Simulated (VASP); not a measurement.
# Te2Mo2Pt (P-3m1) in VASP: notebook, part 2 of 2

VASP 6.6.1.

### Step 6. Single point, PBE, collinear spin

This run uses another cell than the first one, of 21.91 Å³/atom.

File INCAR:

```
SYSTEM = Te2Mo2Pt
ALGO = Fast ; EDIFF = 1E-6
ENCUT = 520 ; GGA = PE
ISIF = 2 ; ISMEAR = 0
ISPIN = 2 ; LASPH = .TRUE.
LCHARG = .FALSE. ; LMAXMIX = 4
LORBIT = 11 ; LREAL = .FALSE.
LWAVE = .FALSE. ; MAGMOM = 0 0 1 1 0
NBANDS = 37 ; NELM = 150
PREC = Accurate ; SIGMA = 0.1
```

File KPOINTS:

```
k-points
0
G
  6 6 2
  0 0 0
```

File POSCAR:

```
Te2Mo2Pt
1.0
    3.2023866641      0.0000000000      0.0000000000
   -1.6011933320      2.7733482038      0.0000000000
    0.0000000000      0.0000000000     12.3370967055
Te Mo Pt
2 2 1
Direct
    0.6666666667      0.3333333333      0.3298178000
    0.3333333333      0.6666666667      0.6701822000
    0.3333333333      0.6666666667      0.1706382406
    0.6666666667      0.3333333333      0.8293617594
    0.0000000000      0.0000000000      0.0000000000
```

Potentials or basis: VASP PAW PBE potentials, release 64 (Te, Mo_sv, Pt).

Run with:

```sh
> cat potpaw_PBE.64/Te/POTCAR potpaw_PBE.64/Mo_sv/POTCAR potpaw_PBE.64/Pt/POTCAR > POTCAR
> mpirun -np 1 vasp_std > vasp.out
```

Wall time 4.3 min (1 thread of Intel Xeon 8259CL, shared host); peak memory 0.29 GiB.

It converged, with:

| Item | Value |
| --- | --- |
| Free energy | -33.1970 eV |
| Pressure | 0.4 GPa |
| Largest force | 0.049 eV/Å |
| Band gap on the k mesh | zero (filled and empty bands overlap) |
| Net moment | 0.00 μB per cell |
| Valence electrons inside the program's atomic spheres | Te 3.46; Mo 12.28; Pt 9.16 |

Forces in eV/Å, atoms in the order of the input:
```
Te   0.000  0.000  0.022
Te   0.000  0.000 -0.022
Mo   0.000  0.000  0.049
Mo   0.000  0.000 -0.049
Pt   0.000  0.000  0.000
```

Stress tensor (GPa, compression positive):
```
0.35 0.00 0.00
0.00 0.35 0.00
0.00 0.00 0.62
```

Levels at points of the mesh, in eV from the Fermi level:
Spin up:
| k point | band 23 | band 24 | band 25 | band 26 | band 27 | band 28 |
| --- | --- | --- | --- | --- | --- | --- |
| (0.00, 0.00, 0.00) | -0.39 | -0.39 | 0.04 | 0.04 | 0.27 | 0.62 |
| (0.50, 0.00, 0.00) | -1.14 | -0.87 | 0.14 | 0.56 | 1.36 | 1.88 |
| (0.00, 0.00, 0.50) | -0.39 | -0.39 | 0.04 | 0.04 | 0.15 | 0.63 |
| (0.50, 0.00, 0.50) | -1.15 | -0.88 | 0.05 | 0.52 | 1.39 | 1.88 |
Spin down:
| k point | band 22 | band 23 | band 24 | band 25 | band 26 | band 27 | band 28 | band 29 |
| --- | --- | --- | --- | --- | --- | --- | --- | --- |
| (0.00, 0.00, 0.00) | -1.29 | -0.39 | -0.39 | 0.04 | 0.04 | 0.27 | 0.62 | 0.62 |
| (0.50, 0.00, 0.00) | -1.46 | -1.14 | -0.87 | 0.14 | 0.56 | 1.36 | 1.88 | 1.92 |
| (0.00, 0.00, 0.50) | -1.17 | -0.39 | -0.39 | 0.04 | 0.04 | 0.15 | 0.63 | 0.63 |
| (0.50, 0.00, 0.50) | -1.37 | -1.15 | -0.88 | 0.05 | 0.52 | 1.39 | 1.88 | 1.91 |

Caveat: the k points lie up to 0.38 Å⁻¹ apart; spin-orbit coupling is left out, which moves the levels of the heavy elements; this functional lacks dispersion, which binds layers or chains, so the pressure and a relaxed spacing across them are unreliable.

### Step 7. Single point, PBE

This run uses another cell than the first one, of 26.41 Å³/atom.

File INCAR:

```
PREC     = Accurate       # precision mode
ENCUT    = 520            # plane-wave cutoff, eV
EDIFF    = 1E-6           # SCF threshold, eV
ISMEAR   = 0              # smearing method
SIGMA    = 0.1            # smearing width, eV
LREAL    = False          # projectors in reciprocal space
LASPH    = True           # aspherical terms in the spheres
NELM     = 60             # most SCF steps
ALGO     = Fast           # electronic algorithm
ISIF     = 2              # what is computed and relaxed
LWAVE    = False          # write WAVECAR
LCHARG   = False          # write CHGCAR
GGA      = PE             # functional
NBANDS   = 33             # bands
```

File KPOINTS:

```
regular mesh
0
Gamma
  12 12 4
```

File POSCAR:

```
Te2Mo2Pt
1.0
    4.4644409584      0.0000000000      0.0000000000
   -2.2322204792      3.8663192837      0.0000000000
    0.0000000000      0.0000000000      7.6488624251
Te Mo Pt
2 2 1
Direct
    0.3333333333      0.6666666667      0.7327645964
    0.6666666667      0.3333333333      0.2672354036
    0.3333333333      0.6666666667      0.0866678843
    0.6666666667      0.3333333333      0.9133321157
    0.0000000000      0.0000000000      0.0000000000
```

Potentials or basis: VASP PAW PBE potentials, release 64 (Te, Mo_sv, Pt).

Run with:

```sh
> cat potpaw_PBE.64/Te/POTCAR potpaw_PBE.64/Mo_sv/POTCAR potpaw_PBE.64/Pt/POTCAR > POTCAR
> mpirun -np 1 vasp_std > vasp.out
```

OUTCAR:

```text
PREC = Accurate
   ENCUT = 520
   EDIFF = 1E-6
   ISMEAR = 0
   LREAL = False
   LASPH = True
   NELM = 60
   ISIF = 2
   GGA = PE

 ion  position               nearest neighbor table
   1  0.333  0.667  0.733-   3 2.71   4 2.92   4 2.92   4 2.92   5 3.29   5 3.29   5 3.29
   2  0.667  0.333  0.267-   4 2.71   3 2.92   3 2.92   3 2.92   5 3.29   5 3.29   5 3.29
   3  0.333  0.667  0.087-   5 2.66   5 2.66   5 2.66   1 2.71   4 2.90   4 2.90   4 2.90   2 2.92
                             2 2.92   2 2.92
   4  0.667  0.333  0.913-   5 2.66   5 2.66   5 2.66   2 2.71   3 2.90   3 2.90   3 2.90   1 2.92
                             1 2.92   1 2.92
   5  0.000  0.000  0.000-   3 2.66   4 2.66   4 2.66   3 2.66   4 2.66   3 2.66   1 3.29   2 3.29
[... 1073 lines left out ...]
  Total        0.0264670      0.0264670     -0.0331327     -0.0000000      0.0000000      0.0000000
  in kB        0.3211836      0.3211836     -0.4020740     -0.0000000      0.0000000      0.0000000
  external PRESSURE =       0.0800977 kB  Pullay stress =       0.0000000 kB

 VOLUME and BASIS-vectors are now :
 -----------------------------------------------------------------------------
  energy-cutoff  :      520.00
  volume of cell :      132.03
      direct lattice vectors                 reciprocal lattice vectors
     4.464440958  0.000000000  0.000000000     0.223992211  0.129321963  0.000000000
    -2.232220479  3.866319284  0.000000000     0.000000000  0.258643926  0.000000000
     0.000000000  0.000000000  7.648862425     0.000000000  0.000000000  0.130738395

 POSITION                                       TOTAL-FORCE (eV/Angst)
 -----------------------------------------------------------------------------------
     -0.00000      2.57755      5.60482         0.000000      0.000000      0.003305
      2.23222      1.28877      2.04405         0.000000      0.000000     -0.003305
     -0.00000      2.57755      0.66291        -0.000000      0.000000      0.006500
      2.23222      1.28877      6.98595         0.000000     -0.000000     -0.006500
      0.00000      0.00000      0.00000         0.000000      0.000000      0.000000
 -----------------------------------------------------------------------------------
    total drift:                                0.000000     -0.000000      0.000000

  FREE ENERGIE OF THE ION-ELECTRON SYSTEM (eV)
  ---------------------------------------------------
  free  energy   TOTEN  =       -33.7426833397 eV

  energy  without entropy=      -33.7133553566  energy(sigma->0) =      -33.72801935
```

OSZICAR:

```text
N       E                     dE             d eps       ncg     rms          rms(c)
DAV:   1     0.414230225125E+03    0.41423E+03   -0.27054E+04  5122   0.138E+03
DAV:   2    -0.171338540551E+02   -0.43136E+03   -0.41536E+03  5353   0.356E+02
DAV:   3    -0.350029690768E+02   -0.17869E+02   -0.17153E+02  5647   0.648E+01
DAV:   4    -0.354062162853E+02   -0.40325E+00   -0.40077E+00  5514   0.937E+00
DAV:   5    -0.354157979222E+02   -0.95816E-02   -0.95734E-02  5728   0.134E+00    0.216E+01
RMM:   6    -0.340926755260E+02    0.13231E+01   -0.41073E+00  4599   0.106E+01    0.873E+00
RMM:   7    -0.339636138431E+02    0.12906E+00   -0.17372E+00  4713   0.536E+00    0.509E+00
RMM:   8    -0.337446537989E+02    0.21896E+00   -0.85294E-01  4787   0.438E+00    0.109E+00
RMM:   9    -0.337435414260E+02    0.11124E-02   -0.12181E-01  5548   0.147E+00    0.779E-01
RMM:  10    -0.337418296515E+02    0.17118E-02   -0.25117E-02  5097   0.835E-01    0.149E-01
RMM:  11    -0.337424184933E+02   -0.58884E-03   -0.49468E-03  5935   0.301E-01    0.903E-02
RMM:  12    -0.337426330763E+02   -0.21458E-03   -0.90207E-04  5901   0.138E-01    0.440E-02
RMM:  13    -0.337426669327E+02   -0.33856E-04   -0.15724E-04  5977   0.563E-02    0.162E-02
RMM:  14    -0.337426812780E+02   -0.14345E-04   -0.33116E-05  5426   0.284E-02    0.695E-03
RMM:  15    -0.337426827408E+02   -0.14628E-05   -0.12248E-05  5066   0.139E-02    0.246E-03
RMM:  16    -0.337426833397E+02   -0.59894E-06   -0.26124E-06  3767   0.733E-03
   1 F= -.33742683E+02 E0= -.33728019E+02  d E =-.293280E-01
```

stdout:

```text
POSCAR found type information on POSCAR TeMoPt
 POSCAR found :  3 types and       5 ions
 scaLAPACK will be used
 LDA part: xc-table for (Slater+PW92), standard interpolation
 POSCAR, INCAR and KPOINTS ok, starting setup
 FFT: planning ... GRIDC
 FFT: planning ... GRID_SOFT
 FFT: planning ... GRID
 WAVECAR not read
 entering main loop
```

Run time: 12 min. Hardware: 1 thread of Intel Xeon 8259CL, shared host; peak memory 0.44 GiB.

Results:

* Free energy: -33.7427 eV
* Pressure: 0.0 GPa
* Largest force: 0.006 eV/Å
* Band gap on the k mesh: zero (bands 25 and 26 overlap by 0.49 eV)

Forces on the atoms (eV/Å):
```
Te   0.000  0.000  0.003
Te   0.000  0.000 -0.003
Mo   0.000  0.000  0.006
Mo   0.000  0.000 -0.006
Pt   0.000  0.000  0.000
```

Caveat: spin-orbit coupling is left out, which moves the levels of the heavy elements; this functional lacks dispersion, which binds layers or chains, so the pressure and a relaxed spacing across them are unreliable.

### Step 8. Summary

| task | spin | cell | k mesh | cutoff (eV) | smearing | gap on the mesh (eV) | pressure (GPa) | largest force (eV/Å) |
| --- | --- | --- | --- | --- | --- | --- | --- | --- |
| single point | off | a = 4.462, b = 4.462, c = 7.726 Å, angles 90.0, 90.0, 120.0°, 5 atoms, atomic positions A | 4 × 4 × 3 | 520 | gaussian 0.2 eV | none | 0.0 | 0.01 |
| single point | off | a = 3.202, b = 3.202, c = 12.337 Å, angles 90.0, 90.0, 120.0°, 5 atoms, atomic positions B | 6 × 6 × 2 | 520 | gaussian 0.2 eV | none | 0.5 | 0.06 |
| relaxation of cell and atoms | off | relaxed from a = 3.300, b = 3.300, c = 12.250 Å, angles 90.0, 90.0, 120.0°, 5 atoms, atomic positions C | 6 × 6 × 2 | 600 | gaussian 0.2 eV | none | -0.4 | 0.05 |
| single point | off | a = 3.213, b = 3.213, c = 12.467 Å, angles 90.0, 90.0, 120.0°, 5 atoms, atomic positions D | 12 × 12 × 4 | 520 | gaussian 0.1 eV | none | 0.0 | 0.01 |
| single point | collinear | a = 3.202, b = 3.202, c = 12.337 Å, angles 90.0, 90.0, 120.0°, 5 atoms, atomic positions B | 6 × 6 × 2 | 520 | gaussian 0.1 eV | none | 0.4 | 0.05 |
| single point | off | a = 4.464, b = 4.464, c = 7.649 Å, angles 90.0, 90.0, 120.0°, 5 atoms, atomic positions E | 12 × 12 × 4 | 520 | gaussian 0.1 eV | none | 0.0 | 0.01 |

Alike in all rows: level PBE; potentials or basis VASP PAW PBE potentials, release 64 (Te, Mo_sv, Pt).

Caveats: some runs use coarse meshes; spin-orbit coupling is left out, which moves the levels of the heavy elements; this functional lacks dispersion, which binds layers or chains, so the pressure and a relaxed spacing across them are unreliable; the relaxation stopped at a loose force limit of 0.08 eV/Å, so its end isn't a converged minimum (at least some runs).

Total energies depend on the potentials used, so only differences within one code and one set of settings carry meaning.
